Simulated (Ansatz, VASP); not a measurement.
# One calculation of Ru, two programs

```
Ru
1.0
     2.66923    0.00000    0.00000
    -1.33462    2.31162    0.00000
     0.00000    0.00000    4.22403
Ru
2
Direct
  0.66667 0.33333 0.75000
  0.33333 0.66667 0.25000
```

Alike in both runs: task single point; functional r2SCAN; dispersion rVV10; k mesh 11 × 11 × 6; occupations fermi-dirac, width 0.05 eV; no spin polarisation.

```csv
,VASP,Ansatz
version,VASP 6.6.1,Ansatz 0.2.0
potentials or method,"VASP PAW PBE potentials, release 64 (Ru_sv)",Ansatz PAW
plane-wave cutoff (eV),620,500
valence electrons in the cell,32,32
```

```tsv
	VASP	Ansatz	Ansatz less VASP
gap on the k mesh at the Fermi level (eV)	none	none	-
pressure (GPa)	10.6	10.0	-0.55
```

VASP's potentials were made for PBE, not for r2SCAN. A gap of «none» marks a metal or a gap that the smearing closes.
